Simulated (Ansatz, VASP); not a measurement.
## MgO3 in VASP and in Ansatz

```
Mg O
1.0
     3.38319    0.00000    0.00000
     0.00000    3.38319    0.00000
     0.00000    0.00000    3.38319
Mg O
1 3
Direct
  0.00000 0.00000 0.00000
  0.00000 0.50000 0.50000
  0.50000 0.00000 0.50000
  0.50000 0.50000 0.00000
```

Alike in both runs: functional PBE; k mesh 14 × 14 × 14; occupations gaussian, width 0.1 eV; collinear spin.

Ansatz relaxed the structure, and its values are those at the end. VASP's run is a single point on that final structure, the one shown.

|  | VASP | Ansatz |
| --- | --- | --- |
| version | VASP 6.6.1 | Ansatz 0.2.0 |
| potentials or method | VASP PAW PBE potentials, release 64 (Mg, O), cutoff 520 eV | scalar-relativistic, plane waves, PAW |
| valence electrons in the cell | 20 | 28 |

```tsv
	VASP	Ansatz	Ansatz less VASP
gap on the k mesh at the Fermi level (eV)	none	none	-
pressure (GPa)	-0.6	0.0	+0.60
net moment per atom (μB)	1.00	1.00	0.000
size of the moment on the site where the two differ most (μB)	1.17	1.32	+0.151
```

Site moments also hang on the region over which each program counts them. A gap of «none» marks a metal or a gap that the smearing closes. VASP's potentials hold 20 valence electrons a cell and Ansatz's 28, so a difference there can come from the potentials and not from the codes.
